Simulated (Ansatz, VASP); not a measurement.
# One calculation of AlN, two programs

```
Al N
1.0
     3.11100   -0.04667   -0.04667
    -1.59591    2.71754   -0.01708
    -0.07467   -0.07467    4.97800
Al N
2 2
Cartesian
  -0.0269 1.7961 -0.0269
  1.5047 0.8374 2.4522
  -0.0557 1.7674 1.8896
  1.4759 0.8087 4.3687
```

Change from the starting cell: equal xy, yz and zx shear strains of -3 %, PAW files.

Alike in both runs: task electric field gradients; functional PBEsol; k mesh 11 × 11 × 6; occupations fermi-dirac, width 0.02 eV; no spin polarisation.

|  | VASP | Ansatz |
| --- | --- | --- |
| version | VASP 6.6.1 | Ansatz 0.2.0 |
| potentials or method | VASP PAW PBE potentials, release 64 (Al, N) | PAW with Ansatz's default frozen-core files, scalar-relativistic |
| plane-wave cutoff (eV) | 520 | 420 |
| valence electrons in the cell | 16 | 16 |

VASP gave:

```
gap on the k mesh at the Fermi level (eV)                     : 4.01
pressure (GPa)                                                : 0.8
traceless stress, the component that is largest in VASP (GPa) : 5.38
rms of the force components (eV/Å)                            : 0.276
size of Vzz on the site where it differs most (V/Å²)          : 11.6
```

Problem. What did Ansatz give for the same quantities?

Solution. gap on the k mesh at the Fermi level (eV): 4.00; pressure (GPa): 0.8; traceless stress, the component that is largest in VASP (GPa): 5.32; rms of the force components (eV/Å): 0.272; size of Vzz on the site where it differs most (V/Å²): 11.0.

VASP's potentials were made for PBE, not for PBEsol. Atom by atom the forces differ by 0.005 eV/Å (rms over components).
